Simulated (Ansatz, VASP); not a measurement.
Si3Br: VASP beside Ansatz

```
Si Br
1.0
     4.27523    0.00000    0.00000
     0.00000    4.27523    0.00000
     0.00000    0.00000    4.19913
Si Br
3 1
Direct
  0.00000 0.50000 0.50000
  0.50000 0.00000 0.50000
  0.50000 0.50000 0.00000
  0.00000 0.00000 0.00000
```

Alike in both runs: functional PBE; k mesh 4 × 4 × 4; occupations gaussian, width 0.1 eV; no spin polarisation.

Ansatz relaxed the structure, and its values are those at the end. VASP's run is a single point on that final structure, the one shown.

```csv
,VASP,Ansatz
version,VASP 6.6.1,Ansatz 0.2.0
potentials or method,"VASP PAW PBE potentials, release 64 (Si, Br), cutoff 520 eV","scalar-relativistic, plane waves, PAW"
valence electrons in the cell,19,19
```

```csv
,VASP,Ansatz,Ansatz less VASP
gap on the k mesh at the Fermi level (eV),none,none,-
pressure (GPa),-0.2,-0.2,-0.02
```

A gap of «none» marks a metal or a gap that the smearing closes.

The k mesh is coarse, so the values compare programs but aren't converged.
